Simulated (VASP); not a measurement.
# WC in VASP: a series of runs

WC is run at these levels: PBE; tasks: single point.

Everything below comes from runs of VASP 6.6.1. Logs are shortened: lines on timing, memory, paths and dates and some standing lists are left out, and cuts for length are marked.

### 1 The cell of the first run

It takes space group Amm2 (No. 38, orthorhombic). The conventional cell has a = 2.829 Å, b = 2.901 Å, c = 5.024 Å, α = 90.00°, β = 90.00°, γ = 90.00°. Within 3.0 Å of W (site symmetry mm2) lie 6 C at 2.18 to 2.23 Å and 8 W at 2.83 to 2.90 Å. C (site symmetry mm2) has 6 W at 2.18 to 2.23 Å and 8 C at 2.83 to 2.90 Å within 3.0 Å.

### 2 Single point, PBE (one atom moved)

INCAR

```
SYSTEM = WC
ALGO = Normal
EDIFF = 1E-6
ENCUT = 910
GGA = PE
GGA_COMPAT = .FALSE.
ISIF = 2
ISMEAR = 0
LASPH = .TRUE.
LCHARG = .FALSE.
LREAL = .FALSE.
LWAVE = .FALSE.
NBANDS = 16
NELM = 120
PREC = Accurate
SIGMA = 0.1
```

KPOINTS

```
k-points
0
G
  15 15 14
  0 0 0
```

POSCAR

```
WC
1.0
    2.9005014360      0.0000000000      0.0000000000
   -1.4502507180      2.5119079273      0.0000000000
    0.0000000000      0.0000000000      2.8290000000
W C
1 1
Direct
    0.0089573347      0.0179146694      0.0000000000
    0.6666666667      0.3333333333      0.5000000000
```

Potentials or basis: VASP PAW PBE potentials, release 64 (W_sv, C_h).

The run is started by

```
$ cat potpaw_PBE.64/W_sv/POTCAR potpaw_PBE.64/C_h/POTCAR > POTCAR
$ mpirun -np 1 vasp_std > vasp.out
```

OUTCAR:

```text
SYSTEM = WC
   EDIFF = 1E-6
   ENCUT = 910
   GGA = PE
   ISIF = 2
   ISMEAR = 0
   LASPH = .TRUE.
   LREAL = .FALSE.
   NELM = 120
   PREC = Accurate

 ion  position               nearest neighbor table
   1  0.009  0.018  0.000-   2 2.18   2 2.18   2 2.18   2 2.18   2 2.23   2 2.23
   2  0.667  0.333  0.500-   1 2.18   1 2.18   1 2.18   1 2.18   1 2.23   1 2.23

  LATTYP: Found a hexagonal cell.
 ALAT       =     2.9005014360
 C/A-ratio  =     0.9753485949

  Lattice vectors:

 A1 = (   2.9005014360,   0.0000000000,   0.0000000000)
 A2 = (  -1.4502507180,   2.5119079273,   0.0000000000)
 A3 = (   0.0000000000,   0.0000000000,   2.8290000000)

Analysis of symmetry for initial positions (statically):
=====================================================================
 Subroutine PRICEL returns:
 Original cell was already a primitive cell.

 Routine SETGRP: Setting up the symmetry group for a
 hexagonal supercell.

 Subroutine GETGRP returns: Found  4 space group operations
 (whereof  4 operations were pure point group operations)
 out of a pool of 24 trial point group operations.

The static configuration has the point symmetry C_2v.

Analysis of symmetry for dynamics (positions and initial velocities):
=====================================================================
 Subroutine PRICEL returns:
 Original cell was already a primitive cell.

 Routine SETGRP: Setting up the symmetry group for a
 hexagonal supercell.

 Subroutine GETGRP returns: Found  4 space group operations
 (whereof  4 operations were pure point group operations)
 out of a pool of 24 trial point group operations.

The dynamic configuration has the point symmetry C_2v.

 Subroutine INISYM returns: Found  4 space group operations
 (whereof  4 operations are pure point group operations),
 and found     1 'primitive' translations

----------------------------------------------------------------------------------------

                                     Primitive cell

  volume of cell :      20.6115

  direct lattice vectors                    reciprocal lattice vectors
     2.900501436  0.000000000  0.000000000     0.344767973  0.199051882  0.000000000
    -1.450250718  2.511907927  0.000000000     0.000000000  0.398103764  0.000000000
     0.000000000  0.000000000  2.829000000     0.000000000  0.000000000  0.353481796

  length of vectors
     2.900501436  2.900501436  2.829000000     0.398103764  0.398103764  0.353481796

  position of ions in fractional coordinates (direct lattice)
     0.008957335  0.017914669  0.000000000
     0.666666667  0.333333333  0.500000000

  ion indices of the primitive-cell ions
   primitive index   ion index
                 1           1
                 2           2

----------------------------------------------------------------------------------------

 KPOINTS: k-points

Automatic generation of k-mesh.
 Grid dimensions read from file:
 generate k-points for:   15   15   14

 Generating k-lattice:

  Cartesian coordinates                     Fractional coordinates (reciprocal lattice)
     0.022984532  0.013270125  0.000000000     0.066666667  0.000000000  0.000000000
     0.000000000  0.026540251  0.000000000     0.000000000  0.066666667  0.000000000
     0.000000000  0.000000000  0.025248700     0.000000000  0.000000000  0.071428571

  Length of vectors
     0.026540251  0.026540251  0.025248700

  Shift w.r.t. Gamma in fractional coordinates (k-lattice)
     0.000000000  0.000000000  0.000000000

 Subroutine IBZKPT returns following result:
 ===========================================

 Found    512 irreducible k-points:

 Following reciprocal coordinates:
            Coordinates               Weight
  0.000000  0.000000  0.000000      1.000000
  0.066667 -0.000000  0.000000      4.000000
  0.000000  0.066667  0.000000      2.000000
  0.133333 -0.000000  0.000000      4.000000
  0.000000  0.133333  0.000000      2.000000
  0.200000  0.000000  0.000000      4.000000
[... 16 lines left out ...]
 -0.266667  0.200000  0.000000      4.000000
  0.266667  0.066667  0.000000      4.000000
 [... further k-points ...]
   k-points           NKPTS =    512   k-points in BZ     NKDIM =    512   number of bands    NBANDS=     16
   number of dos      NEDOS =    301   number of ions     NIONS =      2
   total plane-waves  NPLWV =  25200
   dimension x,y,z NGX =    30 NGY =   30 NGZ =   28
   dimension x,y,z NGXF=    60 NGYF=   60 NGZF=   56
   ions per type =               1   1
   NGX,Y,Z   is equivalent  to a cutoff of  17.19, 17.19, 16.45 a.u.
   NGXF,Y,Z  is equivalent  to a cutoff of  34.39, 34.39, 32.91 a.u.
 SYSTEM =  WC
   PREC   = accura    normal or accurate (medium, high low for compatibility)
   ISTART =      0    job   : 0-new  1-cont  2-samecut
   ICHARG =      2    charge: 1-file 2-atom 10-const
   ISPIN  =      1    spin polarized calculation?
   LNONCOLLINEAR =      F non collinear calculations
   LSORBIT =      F    spin-orbit coupling
   LASPH  =      T    aspherical Exc in radial PAW
   ENCUT  =  910.0 eV  66.88 Ry    8.18 a.u.   7.13  7.13  6.96*2*pi/ulx,y,z
   NELM   =    120;   NELMIN=  2; NELMDL= -5     # of ELM steps
   EDIFF  = 0.1E-05   stopping-criterion for ELM
   LREAL  =      F    real-space projection
   EDIFFG = 0.1E-04   stopping-criterion for IOM
   NSW    =      0    number of steps for IOM
   IBRION =     -1    ionic relax: 0-MD 1-quasi-New 2-CG
   NFREE  =      0    steps in history (QN), initial steepest desc. (CG)
   ISIF   =      2    stress and relaxation
   ISYM   =      2    0-nonsym 1-usesym 2-fastsym
   POTIM  = 0.5000    time-step for ionic-motion
   TEBEG  =    0.0;   TEEND  =   0.0 temperature during run
   PSTRESS=    0.0 pullay stress
   NELECT =      18.0000    total number of electrons
   NUPDOWN=      -1.0000    fix difference up-down
   EMIN   =  10.00;   EMAX   =-10.00  energy-range for DOS
   EFERMI =   0.00;   METHOD = LEGACY
   ISMEAR =     0;   SIGMA  =   0.10  broadening in eV -4-tet -1-fermi 0-gaus
   EFERMI_NEDOS =   21; number of points for ismear=-14 and -15
   IALGO  =     38    algorithm
   IMIX   =      4    mixing-type and parameters
     AMIX     =   0.40;   BMIX     =  1.00
     AMIX_MAG =   1.60;   BMIX_MAG =  1.00
  volume/ion in A,a.u.               =      10.31        69.55
  Fermi-wavevector in a.u.,A,eV,Ry     =   1.564813  2.957068 33.315762  2.448639
  Thomas-Fermi vector in A             =   2.667381
   LORBIT       =      0    0 simple, 1 ext, 2 COOP (PROOUT), +10 PAW based schemes
   GGA     = PE    functional components
   LHFCALC =     F    Hartree Fock is set to
   AEXX    =    0.0000 exact exchange contribution
   IVDW    =     0    specifies the selected vdW correction
   LEPSILON=     F    determine dielectric tensor
   LRPA    =     F    only Hartree local field effects (RPA)
 non-spin polarized calculation
 Gauss-broadening in eV      SIGMA  =   0.10
  energy-cutoff  :      910.00
  volume of cell :       20.61
 maximum number of plane-waves:      1311
 NGX is ok and might be reduce to    30
   NGX = 15   NGY = 15   NGZ = 13

 number of electron      18.0000000 magnetization

 Free energy of the ion-electron system (eV)
  ---------------------------------------------------
  ext. energy  EPLUGINS =         0.00000000
  ---------------------------------------------------
  free energy    TOTEN  =       -22.42619815 eV

  energy without entropy =      -22.42457622  energy(sigma->0) =      -22.42538718

 E-fermi :  11.4865     XC(G=0): -13.8719

 val. band max:       11.4855539745   @ k =   0.4667   0.0667   0.4286
 cond. band min:      11.4919973393   @ k =   0.0000   0.4667   0.3571
 fundamental gap:      0.0064433648
 Fermi energy:        11.4865299204

 k-point     1 :       0.0000    0.0000    0.0000
  band No.  band energies     occupation
      1     -62.4752      2.00000
      2     -26.4551      2.00000
      3     -26.3547      2.00000
      4     -26.3522      2.00000
      5      -2.9931      2.00000
      6       7.1482      2.00000
[... 8 lines left out ...]
     15      25.9222      0.00000
     16      28.0201      0.00000

 k-point     2 :       0.0667   -0.0000    0.0000
  band No.  band energies     occupation
      1     -62.4726      2.00000
      2     -26.4502      2.00000
      3     -26.3910      2.00000
      4     -26.3626      2.00000
      5      -2.8738      2.00000
      6       7.1835      2.00000
[... 8 lines left out ...]
     15      25.7071      0.00000
     16      28.3049      0.00000

 k-point     3 :       0.0000    0.0667    0.0000
  band No.  band energies     occupation
      1     -62.4726      2.00000
      2     -26.4503      2.00000
      3     -26.3925      2.00000
      4     -26.3608      2.00000
      5      -2.8769      2.00000
      6       7.1958      2.00000
[... 8 lines left out ...]
     15      25.5727      0.00000
     16      28.6298      0.00000

 k-point     4 :       0.1333   -0.0000    0.0000
  band No.  band energies     occupation
      1     -62.4653      2.00000
      2     -26.4977      2.00000
      3     -26.4363      2.00000
      4     -26.3869      2.00000
      5      -2.5296      2.00000
      6       7.0385      2.00000
[... 8 lines left out ...]
     15      25.4112      0.00000
     16      29.0260      0.00000
[... 324 lines left out ...]
 k-point    22 :      -0.0667    0.2667    0.0000
  band No.  band energies     occupation
      1     -62.4471      2.00000
      2     -26.7470      2.00000
      3     -26.4541      2.00000
      4     -26.4023      2.00000
      5      -1.6459      2.00000
      6       6.0921      2.00000
[... 8 lines left out ...]
     15      25.2592      0.00000
     16      29.9126      0.00000

 k-point    23 :      -0.2667    0.2000    0.0000
  band No.  band energies     occupation
      1     -62.4470      2.00000
      2     -26.7491      2.00000
      3     -26.4559      2.00000
      4     -26.4011      2.00000
      5      -1.5997      2.00000
      6       6.0710      2.00000
[... 8 lines left out ...]
     15      25.6944      0.00000
     16      29.7893      0.00000

 k-point    24 :       0.2667    0.0667    0.0000
  band No.  band energies     occupation
      1     -62.4348      2.00000
      2     -26.9101      2.00000
      3     -26.5000      2.00000
      4     -26.3783      2.00000
      5      -0.9290      2.00000
      6       5.4300      2.00000
[... 8 lines left out ...]
     15      26.3142      0.00000
     16      28.7928      0.00000

 [... further k-points ...]

------------------------ aborting loop because EDIFF is reached ----------------------------------------

  FORCE on cell =-STRESS in cart. coord.  units (eV):
  Direction    XX          YY          ZZ          XY          YZ          ZX
  --------------------------------------------------------------------------------------
  -------------------------------------------------------------------------------------
  Total        1.4533475      0.9805034      1.3403859      0.0000000      0.0000000      0.0000000
  in kB      112.9718649     76.2166642    104.1911121      0.0000000      0.0000000      0.0000000
  external PRESSURE =      97.7932137 kB  Pullay stress =       0.0000000 kB

 VOLUME and BASIS-vectors are now :
 -----------------------------------------------------------------------------
  energy-cutoff  :      910.00
  volume of cell :       20.61
      direct lattice vectors                 reciprocal lattice vectors
     2.900501436  0.000000000  0.000000000     0.344767973  0.199051882  0.000000000
    -1.450250718  2.511907927  0.000000000     0.000000000  0.398103764  0.000000000
     0.000000000  0.000000000  2.829000000     0.000000000  0.000000000  0.353481796

 POSITION                                       TOTAL-FORCE (eV/Angst)
 -----------------------------------------------------------------------------------
      0.00000      0.04500      0.00000         0.000000     -0.716616      0.000000
      1.45025      0.83730      1.41450        -0.000000      0.716616      0.000000
 -----------------------------------------------------------------------------------
    total drift:                                0.000000      0.000003      0.000000

  FREE ENERGIE OF THE ION-ELECTRON SYSTEM (eV)
  ---------------------------------------------------
  free  energy   TOTEN  =       -22.4261981497 eV

  energy  without entropy=      -22.4245762165  energy(sigma->0) =      -22.42538718
```

Wall time 3 min (1 thread of Intel Xeon 6975P-C (Granite Rapids), shared host); peak memory 0.49 GiB.

What came out:

| Quantity | Value |
| --- | --- |
| Free energy | -22.4262 eV |
| Pressure | 9.8 GPa |
| Largest force | 0.717 eV/Å |
| Band gap on the k mesh | zero (bands 9 and 10 overlap by 1.20 eV) |

Forces in eV/Å, atoms in the order of the input:
```
W    0.000 -0.717  0.000
C    0.000  0.717  0.000
```

Caveat: the cell differs from its parent crystal (one atom moved); the cutoff is under 1.25 times the usual one of these potentials, so pressure, stress and relaxed cells hold a basis-set (Pulay) error; the cell stands under pressure; spin-orbit coupling is left out, which moves the levels of the heavy elements.

### 3 Single point, PBE

This run uses another cell than the first one, of 10.52 Å³/atom.

INCAR

```
PREC     = Accurate       # precision mode
ENCUT    = 520            # plane-wave cutoff, eV
EDIFF    = 1E-6           # SCF threshold, eV
ISMEAR   = 0              # smearing method
SIGMA    = 0.15           # smearing width, eV
LREAL    = F              # projectors in reciprocal space
LASPH    = T              # aspherical terms in the spheres
NELM     = 100            # most SCF steps
ALGO     = Normal         # electronic algorithm
ISIF     = 2              # what is computed and relaxed
LWAVE    = F              # write WAVECAR
LCHARG   = F              # write CHGCAR
GGA      = PE             # functional
NBANDS   = 16             # bands
```

KPOINTS

```
regular mesh
0
Gamma
  12 12 12
```

POSCAR

```
WC
1.0
    2.9217716511      0.0000000000      0.0000000000
   -1.4608858255      2.5303284739      0.0000000000
    0.0000000000      0.0000000000      2.8470758830
W C
1 1
Direct
    0.0000000000      0.0000000000      0.0000000000
    0.6666666667      0.3333333333      0.5000000000
```

Potentials or basis: VASP PAW PBE potentials, release 64 (W_sv, C).

The run is started by

```
$ cat potpaw_PBE.64/W_sv/POTCAR potpaw_PBE.64/C/POTCAR > POTCAR
$ mpirun -np 1 vasp_std > vasp.out
```

OUTCAR:

```text
PREC = Accurate
   ENCUT = 520
   EDIFF = 1E-6
   ISMEAR = 0
   LREAL = F
   LASPH = T
   NELM = 100
   ISIF = 2
   GGA = PE

 ion  position               nearest neighbor table
   1  0.000  0.000  0.000-   2 2.21   2 2.21   2 2.21   2 2.21   2 2.21   2 2.21
   2  0.667  0.333  0.500-   1 2.21   1 2.21   1 2.21   1 2.21   1 2.21   1 2.21

  LATTYP: Found a hexagonal cell.
 ALAT       =     2.9217716511
 C/A-ratio  =     0.9744347687

  Lattice vectors:

[... 641 lines left out ...]

 [... further k-points ...]

------------------------ aborting loop because EDIFF is reached ----------------------------------------

  FORCE on cell =-STRESS in cart. coord.  units (eV):
  Direction    XX          YY          ZZ          XY          YZ          ZX
  --------------------------------------------------------------------------------------
  -------------------------------------------------------------------------------------
  Total        0.1379724      0.1379724      0.1602775      0.0000000      0.0000000      0.0000000
  in kB       10.5022081     10.5022081     12.2000283      0.0000000      0.0000000      0.0000000
  external PRESSURE =      11.0681482 kB  Pullay stress =       0.0000000 kB

 VOLUME and BASIS-vectors are now :
 -----------------------------------------------------------------------------
  energy-cutoff  :      520.00
  volume of cell :       21.05
      direct lattice vectors                 reciprocal lattice vectors
     2.921771651  0.000000000  0.000000000     0.342258095  0.197602803  0.000000000
    -1.460885825  2.530328474  0.000000000     0.000000000  0.395205607  0.000000000
     0.000000000  0.000000000  2.847075883     0.000000000  0.000000000  0.351237565

 POSITION                                       TOTAL-FORCE (eV/Angst)
 -----------------------------------------------------------------------------------
      0.00000      0.00000      0.00000        -0.000000      0.000000      0.000000
      1.46089      0.84344      1.42354         0.000000     -0.000000      0.000000
 -----------------------------------------------------------------------------------
    total drift:                                0.000000     -0.000000      0.000000

  FREE ENERGIE OF THE ION-ELECTRON SYSTEM (eV)
  ---------------------------------------------------
  free  energy   TOTEN  =       -22.4521233197 eV

  energy  without entropy=      -22.4499188344  energy(sigma->0) =      -22.45102108
```

Wall time 17 s (1 thread of Intel Xeon Platinum 8375C at 2.90GHz (Ice Lake), shared host); peak memory 0.17 GiB.

What came out:

```
Free energy            : -22.4521 eV
Pressure               : 1.1 GPa
Band gap on the k mesh : zero (bands 9 and 10 overlap by 1.20 eV)
```

Levels at points of the mesh, in eV from the Fermi level:
| k point | band 6 | band 7 | band 8 | band 9 | band 10 | band 11 | band 12 | band 13 |
| --- | --- | --- | --- | --- | --- | --- | --- | --- |
| (0.00, 0.00, 0.00) | -4.22 | -3.28 | -3.28 | 0.11 | 3.18 | 3.18 | 5.56 | 5.56 |
| (0.50, 0.00, 0.00) | -6.96 | -3.53 | -3.49 | -0.46 | 2.32 | 4.44 | 4.78 | 6.79 |
| (0.00, 0.00, 0.50) | -8.55 | -1.98 | -1.98 | -0.56 | -0.56 | 3.64 | 4.49 | 4.49 |
| (0.50, 0.00, 0.50) | -6.36 | -4.24 | -4.14 | 0.27 | 4.34 | 5.21 | 6.52 | 9.04 |

Caveat: spin-orbit coupling is left out, which moves the levels of the heavy elements.
